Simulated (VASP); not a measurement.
A run of VASP 6.6.1:

File POSCAR:

```
SrCl2
1.0
    0.0000000000      3.2066600000      3.7643400000
    3.2066600000      0.0000000000      3.7643400000
    3.2066600000      3.2066600000      0.0000000000
Sr Cl
1 2
Direct
    0.0000000000      0.0000000000      0.0000000000
    0.2500000000      0.2500000000      0.2500000000
    0.7500000000      0.7500000000      0.7500000000
```

INCAR.step1

```
ALGO = Normal ; EDIFF = 1E-4
ENCUT = 520 ; GGA = PE
ISMEAR = 0 ; LASPH = True
LCHARG = False ; LREAL = False
LWAVE = True ; NBANDS = 19
NELM = 80 ; PREC = Accurate
SIGMA = 0.05
```

File INCAR.step2:

```
ALGO = Normal ; EDIFF = 1E-7
ENCUT = 520 ; ISIF = 2
ISMEAR = 0 ; ISTART = 1
LASPH = True ; LCHARG = False
LMIXTAU = True ; LREAL = False
LWAVE = False ; METAGGA = R2SCAN
NBANDS = 19 ; NELM = 80
PREC = Accurate ; SIGMA = 0.05
```

Contents of KPOINTS:

```
k-points
0
Gamma
  6 6 6
```

Potentials or basis: VASP PAW PBE potentials, release 64 (Sr_sv, Cl).

Run with:

```console
$ cat potpaw_PBE.64/Sr_sv/POTCAR potpaw_PBE.64/Cl/POTCAR > POTCAR
$ cp INCAR.step1 INCAR
$ mpirun -np 1 vasp_std > vasp.out
$ cp INCAR.step2 INCAR
$ mpirun -np 1 vasp_std > vasp.out
```

Hardware: 1 thread of AMD EPYC 9R45 96-Core Processor (Zen 5), on a shared host.

Task: Estimate the wall time of this run.

Result: Wall time 2.3 min on 1 thread of AMD EPYC 9R45 96-Core Processor (Zen 5) (shared host), peak memory 0.23 GiB. Counts: k points 30.
